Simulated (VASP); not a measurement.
A run of VASP 6.6.1:

The input INCAR:

```
SYSTEM = Ba
PREC     = Accurate       ! precision mode
ENCUT    = 520            ! plane-wave cutoff, eV
EDIFF    = 1E-7           ! SCF threshold, eV
ISMEAR   = -1             ! smearing method
SIGMA    = 0.15           ! smearing width, eV
LREAL    = .FALSE.        ! projectors in reciprocal space
LASPH    = .TRUE.         ! aspherical terms in the spheres
NELM     = 100            ! most SCF steps
ALGO     = Normal         ! electronic algorithm
ISIF     = 2              ! what is computed and relaxed
LWAVE    = .FALSE.        ! write WAVECAR
LCHARG   = .TRUE.         ! write CHGCAR
GGA      = PS             ! functional
LELF     = .TRUE.         ! ELF
LVHAR    = .TRUE.       
NBANDS   = 11             ! bands
```

The input KPOINTS:

```
Automatic mesh
0
G
  7 7 8
  0 0 0
```

POSCAR

```
Ba
1.0
    3.9455940492      0.0000000000      0.0000000000
    0.0000000000      3.9455940492      0.0000000000
    0.0000000000      0.0000000000      3.5568095265
Ba
1
Direct
    0.5000000000      0.5000000000      0.5000000000
```

Potentials or basis: VASP PAW PBE potentials, release 64 (Ba_sv).

Run with:

```sh
$ cat potpaw_PBE.64/Ba_sv/POTCAR > POTCAR
$ mpirun -np 1 vasp_std > vasp.out
```

Hardware: 1 thread of AMD EPYC 7R13, with other jobs on the host.

Q: Estimate the wall time of this run.

A: Wall time 46 s on 1 thread of AMD EPYC 7R13, on a shared host, peak memory 0.15 GiB. Counts: scf iterations 13, k points 50.
